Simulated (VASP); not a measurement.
Runs of VASP 6.6.1 on Cd2SeO. The structure is that of space group P4/mmm (No. 123), or close to it. The cells are those of the table. 

```csv
level,cell,gap on the mesh (eV),pressure (GPa)
r2SCAN,"a = 3.691, b = 3.691, c = 5.056 Å, 4 atoms",0.05,(a)
PBE,"a = 3.805, b = 3.805, c = 5.235 Å, 4 atoms",none,0.6
r2SCAN,"a = 3.841, b = 3.841, c = 5.263 Å, 4 atoms",(c),(b)
PBE,"a = 3.880, b = 3.880, c = 5.338 Å, 4 atoms",none,-3.5
PBE,"a = 3.843, b = 3.843, c = 5.287 Å, 4 atoms",none,-1.6
r2SCAN,"a = 3.768, b = 3.768, c = 5.162 Å, 4 atoms",0.08,0.7
r2SCAN,"a = 3.730, b = 3.730, c = 5.110 Å, 4 atoms",0.08,3.8
PBE,"a = 3.728, b = 3.728, c = 5.128 Å, 4 atoms",none,6.2
```

Alike in all rows: task single point; potentials or basis VASP PAW PBE potentials, release 64 (O, Cd, Se); no spin polarisation; k mesh 6 × 6 × 4; cutoff (eV) 520; smearing fermi-dirac 0.02 eV.

Problem. Estimate the missing entries.

Solution. (a) 7.4; (b) -4.0; (c) 0.07.

Caveats: the PAW data sets were made with another functional, which shifts forces and pressure a little (at least some runs); semilocal functionals underestimate gaps, so a narrow gap can read as zero (at least some runs); the cell stands under pressure (at least some runs); the cell stands under tension (at least some runs).

A k mesh can miss the band edges, and the runs leave out spin-orbit coupling on Cd, Se.

A gap of «none» marks levels without a gap at the run's occupations.
